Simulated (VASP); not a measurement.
Input of a VASP 6.6.1 run:

INCAR

```
SYSTEM = PtS2
PREC     = Accurate       ! precision mode
ENCUT    = 520            ! plane-wave cutoff, eV
EDIFF    = 1E-6           ! SCF threshold, eV
ISMEAR   = 0              ! smearing method
SIGMA    = 0.02           ! smearing width, eV
LREAL    = .FALSE.        ! projectors in reciprocal space
LASPH    = .TRUE.         ! aspherical terms in the spheres
NELM     = 100            ! most SCF steps
ALGO     = Normal         ! electronic algorithm
ISIF     = 2              ! what is computed and relaxed
LWAVE    = .FALSE.        ! write WAVECAR
LCHARG   = .TRUE.         ! write CHGCAR
LDIPOL   = .TRUE.       
IDIPOL   = 3            
DIPOL    = 0.5 0.5 0.500
GGA      = PE             ! functional
IVDW     = 12             ! dispersion correction
LELF     = .TRUE.         ! ELF
LVHAR    = .TRUE.       
LVACPOTAV= .TRUE.       
NBANDS   = 18             ! bands
```

Contents of KPOINTS:

```
Automatic mesh
0
G
  9 9 1
  0 0 0
```

POSCAR

```
PtS2
1.0
    3.5833083155      0.0000000000      0.0000000000
   -1.7916541578      3.1032360308      0.0000000000
    0.0000000000      0.0000000000     30.8254864128
S Pt
2 1
Direct
    0.6666666667      0.3333333333      0.4608644747
    0.3333333333      0.6666666667      0.5391355253
    0.0000000000      0.0000000000      0.5000000000
```

Potentials or basis: VASP PAW PBE potentials, release 64 (S, Pt).

Command:

```console
$ cat potpaw_PBE.64/S/POTCAR potpaw_PBE.64/Pt/POTCAR > POTCAR
$ mpirun -np 1 vasp_std > vasp.out
```

(1) Estimate the band gap on the k mesh.

(2) What does it give for the largest force?

(3) What does it give for the dispersion energy per atom?

Answers

(1) 1.82 eV (least direct gap 1.87 eV).

(2) 0.113 eV/Å.

(3) -0.271 eV.

Caveat: the cell differs from its parent crystal (atoms taken out); spin-orbit coupling is left out, which moves the levels of the heavy elements.
